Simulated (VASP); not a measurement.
Runs of VASP 6.6.1 on CdHg3Se4. The structure is that of space group P-4m2 (No. 115), or close to it. The cells are those of the table. 

```tsv
cell	k mesh	gap on the mesh (eV)	pressure (GPa)
a = 4.464, b = 4.464, c = 12.588 Å, 8 atoms	8 × 8 × 4	none	-1.0
a = 4.283, b = 4.283, c = 12.078 Å, 8 atoms	8 × 8 × 4	none	5.4
a = 4.420, b = 4.420, c = 12.465 Å, 8 atoms	4 × 4 × 2	none	(a)
a = 4.330, b = 4.330, c = 12.210 Å, 8 atoms	8 × 8 × 4	none	3.4
a = 4.420, b = 4.420, c = 12.465 Å, 8 atoms	8 × 8 × 4	none	(b)
```

Alike in all rows: task single point; level PBE; potentials or basis VASP PAW PBE potentials, release 64 (Cd, Hg, Se); no spin polarisation; cutoff (eV) 520; smearing gaussian 0.1 eV.

Task: Fill in the values left out.

Result: (a) 0.3; (b) 0.2.

Caveats: spin-orbit coupling is left out, which moves the levels of the heavy elements.

A k mesh can miss the band edges, and the runs leave out spin-orbit coupling on Cd, Hg, Se.

A gap of «none» marks levels without a gap at the run's occupations.
